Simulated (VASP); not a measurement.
# InB2As3 (P6/mmm) in VASP: notebook

InB2As3 is run at these levels: PBE; tasks: single point, relaxation of cell and atoms.

Program: VASP 6.6.1. These are calculated values, not measurements. Logs are shortened: lines on timing, memory, paths and dates and some standing lists are left out, and cuts for length are marked.

## 1. The cell of the first run

The structure is hexagonal, space group P6/mmm (No. 191). Conventional cell: a = 4.860 Å, b = 4.860 Å, c = 4.892 Å, α = 90.00°, β = 90.00°, γ = 120.00°. In (site symmetry 6/mmm) has 2 As at 2.45 Å and 6 B at 2.81 Å within 3.2 Å. Within 3.2 Å of B (site symmetry -6m2) lie 2 As at 2.45 Å and 3 B at 2.81 Å and 3 In at 2.81 Å. As (site symmetry -6m2) has 2 B at 2.45 Å and 6 As at 2.81 Å within 3.2 Å. Within 3.2 Å of As (site symmetry 6/mmm) lie 2 In at 2.45 Å and 6 As at 2.81 Å.

## 2. Single point, PBE

The input, INCAR:

```
PREC = Accurate
ENCUT = 520
EDIFF = 1E-6
ISMEAR = 0
SIGMA = 0.1
LREAL = F
LASPH = T
NELM = 100
ALGO = Normal
ISIF = 2
LWAVE = F
LCHARG = F
GGA = PE
NBANDS = 26
```

The input, KPOINTS:

```
regular mesh
0
Gamma
  6 6 4
```

The input, POSCAR:

```
InB2As3
1.0
    4.8599345029      0.0000000029      0.0000000000
   -2.4299672540      4.2088267388      0.0000000000
    0.0000000000      0.0000000000      4.8923692752
In B As
1 2 3
Direct
    0.0000000000      0.0000000000      0.5000000000
    0.3333333333      0.6666666667      0.5000000000
    0.6666666667      0.3333333333      0.5000000000
    0.3333333333      0.6666666667      0.0000000000
    0.6666666667      0.3333333333      0.0000000000
    0.0000000000      0.0000000000      0.0000000000
```

Potentials or basis: VASP PAW PBE potentials, release 64 (In_d, B, As).

On the command line:

```bash
> cat potpaw_PBE.64/In_d/POTCAR potpaw_PBE.64/B/POTCAR potpaw_PBE.64/As/POTCAR > POTCAR
> mpirun -np 1 vasp_std > vasp.out
```

OUTCAR:

```text
PREC = Accurate
   ENCUT = 520
   EDIFF = 1E-6
   ISMEAR = 0
   LREAL = F
   LASPH = T
   NELM = 100
   ISIF = 2
   GGA = PE

 ion  position               nearest neighbor table
   1  0.000  0.000  0.500-   6 2.45   6 2.45   2 2.81   3 2.81   3 2.81   2 2.81   3 2.81   2 2.81

   2  0.333  0.667  0.500-   4 2.45   4 2.45   1 2.81   1 2.81   1 2.81
   3  0.667  0.333  0.500-   5 2.45   5 2.45   1 2.81   1 2.81   1 2.81
   4  0.333  0.667  0.000-   2 2.45   2 2.45   5 2.81   5 2.81   6 2.81   6 2.81   6 2.81   5 2.81

   5  0.667  0.333  0.000-   3 2.45   3 2.45   4 2.81   4 2.81   6 2.81   6 2.81   6 2.81   4 2.81

   6  0.000  0.000  0.000-   1 2.45   1 2.45   5 2.81   4 2.81   5 2.81   4 2.81   5 2.81   4 2.81

  LATTYP: Found a hexagonal cell.
 ALAT       =     4.8599345029
 C/A-ratio  =     1.0066739114

  Lattice vectors:

 A1 = (   4.8599345029,   0.0000000029,   0.0000000000)
 A2 = (  -2.4299672540,   4.2088267388,   0.0000000000)
 A3 = (   0.0000000000,   0.0000000000,   4.8923692752)

Analysis of symmetry for initial positions (statically):
=====================================================================
 Subroutine PRICEL returns:
 Original cell was already a primitive cell.

 Routine SETGRP: Setting up the symmetry group for a
 hexagonal supercell.

 Subroutine GETGRP returns: Found 24 space group operations
 (whereof 24 operations were pure point group operations)
 out of a pool of 24 trial point group operations.

The static configuration has the point symmetry D_6h.

Analysis of symmetry for dynamics (positions and initial velocities):
=====================================================================
 Subroutine PRICEL returns:
 Original cell was already a primitive cell.

 Routine SETGRP: Setting up the symmetry group for a
 hexagonal supercell.

 Subroutine GETGRP returns: Found 24 space group operations
 (whereof 24 operations were pure point group operations)
 out of a pool of 24 trial point group operations.

The dynamic configuration has the point symmetry D_6h.

 Subroutine INISYM returns: Found 24 space group operations
 (whereof 24 operations are pure point group operations),
 and found     1 'primitive' translations

----------------------------------------------------------------------------------------

[... 96 lines left out ...]
   EDIFF  = 0.1E-05   stopping-criterion for ELM
   LREAL  =      F    real-space projection
   EDIFFG = 0.1E-04   stopping-criterion for IOM
   NSW    =      0    number of steps for IOM
   IBRION =     -1    ionic relax: 0-MD 1-quasi-New 2-CG
   NFREE  =      0    steps in history (QN), initial steepest desc. (CG)
   ISIF   =      2    stress and relaxation
   ISYM   =      2    0-nonsym 1-usesym 2-fastsym
   POTIM  = 0.5000    time-step for ionic-motion
   TEBEG  =    0.0;   TEEND  =   0.0 temperature during run
   PSTRESS=    0.0 pullay stress
   NELECT =      34.0000    total number of electrons
   NUPDOWN=      -1.0000    fix difference up-down
   EMIN   =  10.00;   EMAX   =-10.00  energy-range for DOS
   EFERMI =   0.00;   METHOD = LEGACY
   ISMEAR =     0;   SIGMA  =   0.10  broadening in eV -4-tet -1-fermi 0-gaus
   EFERMI_NEDOS =   21; number of points for ismear=-14 and -15
   IALGO  =     38    algorithm
   IMIX   =      4    mixing-type and parameters
     AMIX     =   0.40;   BMIX     =  1.00
     AMIX_MAG =   1.60;   BMIX_MAG =  1.00
  volume/ion in A,a.u.               =      16.68       112.55
  Fermi-wavevector in a.u.,A,eV,Ry     =   1.142346  2.158720 17.754975  1.304954
  Thomas-Fermi vector in A             =   2.279044
   LORBIT       =      0    0 simple, 1 ext, 2 COOP (PROOUT), +10 PAW based schemes
   GGA     = PE    functional components
   LHFCALC =     F    Hartree Fock is set to
   AEXX    =    0.0000 exact exchange contribution
   IVDW    =     0    specifies the selected vdW correction
   LEPSILON=     F    determine dielectric tensor
   LRPA    =     F    only Hartree local field effects (RPA)
 non-spin polarized calculation
 Gauss-broadening in eV      SIGMA  =   0.10
  energy-cutoff  :      520.00
  volume of cell :      100.07
 maximum number of plane-waves:      2721
   NGX = 19   NGY = 19   NGZ = 19

 number of electron      34.0000000 magnetization

 Free energy of the ion-electron system (eV)
  ---------------------------------------------------
  ext. energy  EPLUGINS =         0.00000000
  ---------------------------------------------------
  free energy    TOTEN  =       -23.30024705 eV

  energy without entropy =      -23.29224283  energy(sigma->0) =      -23.29624494

 E-fermi :   6.4109     XC(G=0): -10.7537

 val. band max:        6.4069783139   @ k =   0.1667   0.1667   0.5000
 cond. band min:       6.4352909630   @ k =   0.3333   0.3333   0.5000
 fundamental gap:      0.0283126492
 Fermi energy:         6.4108607645

 k-point     1 :       0.0000    0.0000    0.0000
  band No.  band energies     occupation
      1      -9.0935      2.00000
      2      -8.2626      2.00000
      3      -8.2626      2.00000
      4      -8.1881      2.00000
      5      -8.1881      2.00000
      6      -7.7441      2.00000
[... 598 lines left out ...]
     25      10.4870      0.00000
     26      11.5840      0.00000

------------------------ aborting loop because EDIFF is reached ----------------------------------------

  FORCE on cell =-STRESS in cart. coord.  units (eV):
  Direction    XX          YY          ZZ          XY          YZ          ZX
  --------------------------------------------------------------------------------------
  -------------------------------------------------------------------------------------
  Total        0.1140295      0.1140295     -0.0613817     -0.0000000      0.0000000     -0.0000000
  in kB        1.8256480      1.8256480     -0.9827404     -0.0000000      0.0000000     -0.0000000
  external PRESSURE =       0.8895185 kB  Pullay stress =       0.0000000 kB

 VOLUME and BASIS-vectors are now :
 -----------------------------------------------------------------------------
  energy-cutoff  :      520.00
  volume of cell :      100.07
      direct lattice vectors                 reciprocal lattice vectors
     4.859934503  0.000000003  0.000000000     0.205764090  0.118797953  0.000000000
    -2.429967254  4.208826739  0.000000000    -0.000000000  0.237595905  0.000000000
     0.000000000  0.000000000  4.892369275     0.000000000  0.000000000  0.204399943

 POSITION                                       TOTAL-FORCE (eV/Angst)
 -----------------------------------------------------------------------------------
      0.00000      0.00000      2.44618         0.000000      0.000000      0.000000
     -0.00000      2.80588      2.44618         0.000000     -0.000000     -0.000000
      2.42997      1.40294      2.44618        -0.000000      0.000000      0.000000
     -0.00000      2.80588      0.00000        -0.000000     -0.000000      0.000000
      2.42997      1.40294      0.00000         0.000000      0.000000      0.000000
      0.00000      0.00000      0.00000         0.000000      0.000000      0.000000
 -----------------------------------------------------------------------------------
    total drift:                                0.000000     -0.000000      0.000000

  FREE ENERGIE OF THE ION-ELECTRON SYSTEM (eV)
  ---------------------------------------------------
  free  energy   TOTEN  =       -23.3002470489 eV

  energy  without entropy=      -23.2922428327  energy(sigma->0) =      -23.29624494
```

stdout:

```text
POSCAR found type information on POSCAR InB As
 POSCAR found :  3 types and       6 ions
 scaLAPACK will be used
 LDA part: xc-table for (Slater+PW92), standard interpolation
 POSCAR, INCAR and KPOINTS ok, starting setup
 FFT: planning ... GRIDC
 FFT: planning ... GRID_SOFT
 FFT: planning ... GRID
 WAVECAR not read
 entering main loop
```

Wall time 30 s (1 thread of Intel Xeon 6975P-C (Granite Rapids), shared host); peak memory 0.22 GiB.

Results:

```yaml
Free_energy: -23.3002 eV
Pressure: 0.1 GPa
Band_gap_on_the_k_mesh: zero (band 17 reaches 7.81 eV, above the bottom of band 18 at 5.66 eV)
```

Levels at points of the mesh, in eV from the Fermi level:
```csv
k point,band 15,band 16,band 17,band 18,band 19,band 20
"(0.00, 0.00, 0.00)",-2.05,-1.97,-1.71,0.34,0.34,1.01
"(0.50, 0.00, 0.00)",-1.76,-1.38,-0.86,-0.51,1.49,1.68
"(0.00, 0.00, 0.50)",-3.42,-1.03,-1.03,-0.57,-0.57,0.49
"(0.50, 0.00, 0.50)",-0.40,1.03,1.40,2.01,2.13,2.13
```

Caveat: spin-orbit coupling is left out, which moves the levels of the heavy elements.

## 3. Single point, PBE

This run uses another cell than the first one, of 21.57 Å³/atom, 1.293 times its volume.

The input, INCAR:

```
SYSTEM = InB2As3
PREC = Accurate
ENCUT = 520
EDIFF = 1E-6
ISMEAR = 0
SIGMA = 0.1
LREAL = .False.
LASPH = .True.
NELM = 60
ALGO = Normal
ISIF = 2
LWAVE = .False.
LCHARG = .False.
GGA = PE
NBANDS = 26
```

The input, KPOINTS:

```
regular mesh
0
Gamma
  6 6 4
  0 0 0
```

The input, POSCAR:

```
InB2As3
1.0
    4.8187892500      0.0000000000      0.0000000000
   -2.4093946300      4.1731939100      0.0000000000
    0.0000000000      0.0000000000      6.4362993700
In B As
1 2 3
Direct
    0.0000000000      0.0000000000      0.5000000000
    0.3333333300      0.6666666700      0.5000000000
    0.6666666700      0.3333333300      0.5000000000
    0.3333333300      0.6666666700      0.0000000000
    0.6666666700      0.3333333300      0.0000000000
    0.0000000000      0.0000000000      0.0000000000
```

Potentials or basis: VASP PAW PBE potentials, release 64 (In_d, B, As).

On the command line:

```bash
> cat potpaw_PBE.64/In_d/POTCAR potpaw_PBE.64/B/POTCAR potpaw_PBE.64/As/POTCAR > POTCAR
> mpirun -np 1 vasp_std > vasp.out
```

Run time: 33 s. Hardware: 1 thread of Intel Xeon 6975P-C (Granite Rapids), shared host; peak memory 0.27 GiB.

It converged, with:

```yaml
Free_energy: -21.3633 eV
Pressure: -8.0 GPa
Band_gap_on_the_k_mesh: zero (band 17 reaches 4.14 eV, above the bottom of band 18 at 3.06 eV)
```

Stress tensor (GPa, compression positive):
```
 -6.06   0.00   0.00
  0.00  -6.06   0.00
  0.00   0.00 -11.80
```

Levels at points of the mesh, in eV from the Fermi level:
```
           k point  band 13  band 14  band 15  band 16  band 17  band 18  band 19  band 20  band 21  band 22
(0.00, 0.00, 0.00)    -3.79    -3.79    -2.33    -0.19    -0.19     0.17     0.24     0.29     0.53     0.53
(0.50, 0.00, 0.00)    -2.77    -2.40    -1.98    -0.57    -0.02    -0.01     2.22     2.25     2.78     3.24
(0.00, 0.00, 0.50)    -3.76    -3.07    -2.68    -1.11    -0.86    -0.34    -0.34     0.31     0.31     1.86
(0.50, 0.00, 0.50)    -2.17    -1.20    -1.03    -0.03    -0.02     0.56     0.97     1.18     2.27     2.28
```

Caveat: spin-orbit coupling is left out, which moves the levels of the heavy elements.

## 4. Single point, PBE

This run uses another cell than the first one, of 16.62 Å³/atom, 0.996 times its volume.

The input, INCAR:

```
SYSTEM = InB2As3
  PREC = Accurate
  ENCUT = 520
  EDIFF = 1E-7
  ISMEAR = 0
  SIGMA = 0.1
  LREAL = .False.
  LASPH = .True.
  NELM = 60
  ALGO = Normal
  ISIF = 2
  LWAVE = .False.
  LCHARG = .True.
  GGA = PE
  LELF = .True.
  LVHAR = .True.
  NBANDS = 26
```

The input, KPOINTS:

```
regular mesh
0
Gamma
  12 12 8
  0 0 0
```

The input, POSCAR:

```
InB2As3
1.0
    4.7640681702      0.0000000000      0.0000000000
   -2.3820340851      4.1258040608      0.0000000000
    0.0000000000      0.0000000000      5.0727272627
In B As
1 2 3
Direct
    0.0000000000      0.0000000000      0.5000000000
    0.3333333333      0.6666666667      0.5000000000
    0.6666666667      0.3333333333      0.5000000000
    0.3333333333      0.6666666667      0.0000000000
    0.6666666667      0.3333333333      0.0000000000
    0.0000000000      0.0000000000      0.0000000000
```

On the command line:

```bash
> cat potpaw_PBE.64/In_d/POTCAR potpaw_PBE.64/B/POTCAR potpaw_PBE.64/As/POTCAR > POTCAR
> mpirun -np 1 vasp_std > vasp.out
```

It took 1.9 min on 1 thread of Intel Xeon 6975P-C (Granite Rapids), shared host; peak memory 0.38 GiB.

Results (log left out):

* Free energy: -23.3785 eV
* Pressure: 0.1 GPa
* Band gap on the k mesh: zero (band 17 reaches 7.37 eV, above the bottom of band 18 at 5.17 eV)

Levels at points of the mesh, in eV from the Fermi level:
```tsv
k point	band 15	band 16	band 17	band 18	band 19	band 20
(0.00, 0.00, 0.00)	-1.66	-1.56	-1.52	0.17	0.17	0.93
(0.50, 0.00, 0.00)	-1.76	-1.66	-0.53	-0.31	1.75	1.85
(0.00, 0.00, 0.50)	-2.85	-0.85	-0.85	-0.35	-0.35	-0.35
(0.50, 0.00, 0.50)	-0.27	0.80	0.88	1.70	2.12	2.16
```

Caveat: spin-orbit coupling is left out, which moves the levels of the heavy elements.

## 5. Single point, PBE

This run uses another cell than the first one, of 16.62 Å³/atom, 0.996 times its volume.

The input, INCAR:

```
  PREC = Accurate
  ENCUT = 520
  EDIFF = 1E-7
  ISMEAR = 0
  SIGMA = 0.1
  LREAL = False
  LASPH = True
  NELM = 100
  ALGO = Normal
  ISIF = 2
  LWAVE = False
  LCHARG = False
  GGA = PE
  NBANDS = 26
```

The input, KPOINTS:

```
Automatic mesh
0
Gamma
  12 12 8
```

POSCAR is that of step 4.

On the command line:

```bash
> cat potpaw_PBE.64/In_d/POTCAR potpaw_PBE.64/B/POTCAR potpaw_PBE.64/As/POTCAR > POTCAR
> mpirun -np 1 vasp_std > vasp.out
```

Wall time 1.9 min (1 thread of Intel Xeon 6975P-C (Granite Rapids), shared host); peak memory 0.39 GiB.

The run converged. Its results:

| Item | Value |
| --- | --- |
| Free energy | -23.3785 eV |
| Pressure | 0.1 GPa |
| Band gap on the k mesh | zero (band 17 reaches 7.37 eV, above the bottom of band 18 at 5.17 eV) |

Levels at points of the mesh, in eV from the Fermi level:
```tsv
k point	band 13	band 14	band 15	band 16	band 17	band 18	band 19	band 20	band 21	band 22
(0.00, 0.00, 0.00)	-4.30	-4.30	-1.66	-1.56	-1.52	0.17	0.17	0.93	0.93	1.14
(0.50, 0.00, 0.00)	-4.17	-2.29	-1.76	-1.66	-0.53	-0.31	1.75	1.85	2.86	4.33
(0.00, 0.00, 0.50)	-4.02	-3.96	-2.85	-0.85	-0.85	-0.35	-0.35	-0.35	-0.02	3.48
(0.50, 0.00, 0.50)	-2.84	-0.42	-0.27	0.80	0.88	1.70	2.12	2.16	2.17	3.02
```

Caveat: spin-orbit coupling is left out, which moves the levels of the heavy elements.

## 6. Relaxation of cell and atoms, PBE

This run uses another cell than the first one, of 21.57 Å³/atom, 1.293 times its volume.

The input, INCAR:

```
SYSTEM = InB2As3
PREC = Accurate
ENCUT = 600
EDIFF = 1E-6
ISMEAR = 0
SIGMA = 0.1
LREAL = .FALSE.
LASPH = .TRUE.
NELM = 60
ALGO = Normal
ISIF = 3
LWAVE = .FALSE.
LCHARG = .FALSE.
GGA = PE
IBRION = 2
NSW = 90
EDIFFG = -0.04
```

The input, KPOINTS:

```
Automatic mesh
0
G
  6 6 4
  0 0 0
```

The input, POSCAR:

```
InB2As3
1.0
    4.8187892500      0.0000000000      0.0000000000
   -2.4093946300      4.1731939100      0.0000000000
    0.0000000000      0.0000000000      6.4362993700
In B As
1 2 3
Direct
    0.0000000000      0.0000000000      0.5000000000
    0.3333333300      0.6666666700      0.5000000000
    0.6666666700      0.3333333300      0.5000000000
    0.3333333300      0.6666666700      0.0000000000
    0.6666666700      0.3333333300      0.0000000000
    0.0000000000      0.0000000000      0.0000000000
```

Potentials or basis: VASP PAW PBE potentials, release 64 (In_d, B, As).

On the command line:

```bash
> cat potpaw_PBE.64/In_d/POTCAR potpaw_PBE.64/B/POTCAR potpaw_PBE.64/As/POTCAR > POTCAR
> mpirun -np 1 vasp_std > vasp.out
```

It took 5.4 min on 1 thread of Intel Xeon 6975P-C (Granite Rapids), shared host; peak memory 0.34 GiB.

Results (log left out):

```yaml
Free_energy: -23.3022 eV
Relaxed_volume: 16.66 Å³/atom
Relaxed_cell: a = 4.859 Å, b = 4.859 Å, c = 4.889 Å, α = 90.00°, β = 90.00°, γ = 120.00°
Space_group_after_relaxing_to_0.05_Å: P6/mmm (No. 191)
Energy_gained_by_relaxing: 323.1 meV/atom
Ionic_steps: 10
Pressure_after_relaxing: 0.2 GPa
Band_gap_on_the_k_mesh: zero (band 17 reaches 7.83 eV, above the bottom of band 18 at 5.67 eV)
```

Step by step:
| step | energy change (eV) | largest force (eV/Å) | pressure (GPa) | volume (Å³) |
| --- | --- | --- | --- | --- |
| 1 | 0.0000 | 0.0000 | -7.97 | 129.43 |
| 2 | -0.9374 | 0.0000 | -3.66 | 110.30 |
| 3 | -1.1738 | 0.0000 | 1.53 | 100.78 |
| 4 | -1.6252 | 0.0000 | 4.47 | 94.53 |
| 5 | -1.6467 | 0.0000 | 6.79 | 92.63 |
| 6 | -1.9298 | 0.0000 | -1.36 | 101.79 |
| 7 | -1.9305 | 0.0000 | -1.08 | 101.39 |
| 8 | -1.9180 | 0.0000 | -0.25 | 100.91 |
| 9 | -1.9362 | 0.0000 | -0.82 | 101.22 |
| 10 | -1.9387 | 0.0000 | 0.22 | 99.96 |

Final structure:
```xyz
6
Lattice="4.8590 0.0000 0.0000 -2.4295 4.2080 0.0000 0.0000 0.0000 4.8889" Properties=species:S:1:pos:R:3 pbc="T T T"
In   -2.4295    4.2080    2.4444
B     0.0000    2.8053    2.4444
B     2.4295    1.4027    2.4444
As    0.0000    2.8053    0.0000
As    2.4295    1.4027    4.8889
As    0.0000    0.0000    4.8889
```

Levels at points of the mesh, in eV from the Fermi level:
```
           k point  band 15  band 16  band 17  band 18  band 19  band 20
(0.00, 0.00, 0.00)    -2.06    -1.97    -1.70     0.34     0.34     1.07
(0.50, 0.00, 0.00)    -1.75    -1.38    -0.86    -0.51     1.49     1.68
(0.00, 0.00, 0.50)    -3.43    -1.04    -1.04    -0.57    -0.57     0.50
(0.50, 0.00, 0.50)    -0.40     1.04     1.41     2.02     2.13     2.13
```

Caveat: the volume moved by over 15 % at a fixed basis, so the end points are rough; spin-orbit coupling is left out, which moves the levels of the heavy elements.

(Part 1 of 2 ends here.)
